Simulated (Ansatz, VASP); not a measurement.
## One calculation of Sc3Al, two programs

```
Sc Al
1.0
     4.42690    0.00000    0.00000
     0.00000    4.42690    0.00000
     0.00000    0.00000    4.42690
Sc Al
3 1
Direct
  0.50000 0.00000 0.50000
  0.00000 0.50000 0.50000
  0.50000 0.50000 0.00000
  0.00000 0.00000 0.86447
```

Alike in both runs: task single point; functional r2SCAN; k mesh 12 × 12 × 12; occupations gaussian, width 0.15 eV; no spin polarisation.

|  | VASP | Ansatz |
| --- | --- | --- |
| version | VASP 6.6.1 | Ansatz 0.2.0 |
| potentials or method | VASP PAW PBE potentials, release 64 (Sc_sv, Al), cutoff 520 eV | scalar-relativistic, plane waves, PAW |
| valence electrons in the cell | 36 | 36 |

Ansatz gave:

| Quantity | Value |
| --- | --- |
| gap on the k mesh at the Fermi level (eV) | none |
| pressure (GPa) | 4.3 |
| traceless stress, the component that is largest in VASP (GPa) | -0.18 |
| rms of the force components (eV/Å) | 0.980 |

Task: What did VASP give for the same quantities?

Result: gap on the k mesh at the Fermi level (eV): none; pressure (GPa): 4.5; traceless stress, the component that is largest in VASP (GPa): -0.20; rms of the force components (eV/Å): 0.987.

VASP's potentials were made for PBE, not for r2SCAN. Atom by atom the forces differ by 0.010 eV/Å (rms over components). A gap of «none» marks a metal or a gap that the smearing closes. The functional is the same, so the differences come from potentials, cutoffs and numerics.
